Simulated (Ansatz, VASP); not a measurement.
One calculation of Fe, two programs

The input INCAR:

```
PREC     = Accurate       # precision mode
ENCUT    = 520            # plane-wave cutoff, eV
EDIFF    = 1E-6           # SCF threshold, eV
ISMEAR   = -1             # smearing method
SIGMA    = 0.05           # smearing width, eV
LREAL    = False          # projectors in reciprocal space
LASPH    = True           # aspherical terms in the spheres
NELM     = 150            # most SCF steps
ALGO     = Normal         # electronic algorithm
ISIF     = 2              # what is computed and relaxed
LWAVE    = False          # write WAVECAR
LCHARG   = False          # write CHGCAR
ISPIN    = 2              # spin polarisation
MAGMOM   = 3 3 3 3 3 3    # initial moments
LORBIT   = 11             # projections on sites
LMAXMIX  = 4              # l up to which the mixer works
LDIPOL   = True         
IDIPOL   = 3            
DIPOL    = 0.5 0.5 0.500
GGA      = PE             # functional
NBANDS   = 37             # bands
```

File KPOINTS:

```
Automatic mesh
0
Gamma
  11 11 1
```

File POSCAR:

```
Fe
1.0
    2.4924211121      0.0000000000      0.0000000000
   -0.8308070374      2.3498771599      0.0000000000
    0.0000000000      0.0000000000     25.1752665813
Fe
6
Direct
    0.5000000000      0.5000000000      0.2979114432
    0.0000000000      0.0000000000      0.3787468659
    0.5000000000      0.5000000000      0.4595822886
    0.0000000000      0.0000000000      0.5404177114
    0.5000000000      0.5000000000      0.6212531341
    0.0000000000      0.0000000000      0.7020885568
```

input.yaml

```yaml
crystal:
  lattice:
    - [2.4924211121, 0.0, 0.0]
    - [-0.8308070374, 2.3498771599, 0.0]
    - [0.0, 0.0, 25.1752665813]
  atoms:
    - { symbol: Fe, position: [0.5, 0.5, 0.2979114432], spin: 3.0 }
    - { symbol: Fe, position: [0.0, 0.0, 0.3787468659], spin: 3.0 }
    - { symbol: Fe, position: [0.5, 0.5, 0.4595822886], spin: 3.0 }
    - { symbol: Fe, position: [0.0, 0.0, 0.5404177114], spin: 3.0 }
    - { symbol: Fe, position: [0.5, 0.5, 0.6212531341], spin: 3.0 }
    - { symbol: Fe, position: [0.0, 0.0, 0.7020885568], spin: 3.0 }
hamiltonian:
  xc: pbe
  pseudopotentials: { kind: paw }
magnetization:
  spin_polarized: true
kpoints:
  mp_grid: { grid: [11, 11, 1] }
scf:
  occupations: { method: fermi_dirac, width: 0.05 }
output:
  forces: true
  eigenvalues: true
  write_density: true
  write_potential: true
  elf: true
  volumetric_format: npy
efield:
  axis: 3
  dipole_correction: true
  ramp_width: 0.04
```

Alike in both runs: functional PBE; k mesh 11 × 11 × 1; occupations fermi-dirac, width 0.05 eV; collinear spin.

|  | VASP | Ansatz |
| --- | --- | --- |
| version | VASP 6.6.1 | Ansatz 0.2.0 |
| potentials or method | VASP PAW PBE potentials, release 64 (Fe) | Ansatz PAW |
| plane-wave cutoff (eV) | 520 | 420 |
| valence electrons in the cell | 48 | 96 |
| task | single point | electrostatic potential |

```tsv
	VASP	Ansatz	Ansatz less VASP
gap on the k mesh at the Fermi level (eV)	none	none	-
rms of the force components (eV/Å)	0.109	0.107	-0.0015
net moment per atom (μB)	2.48	2.45	-0.029
size of the moment on the site where the two differ most (μB)	2.42	2.43	+0.018
```

Site moments also hang on the region over which each program counts them. Atom by atom the forces differ by 0.008 eV/Å (rms over components). A gap of «none» marks a metal or a gap that the smearing closes. VASP's potentials hold 48 valence electrons a cell and Ansatz's 96, so a difference there can come from the potentials and not from the codes.
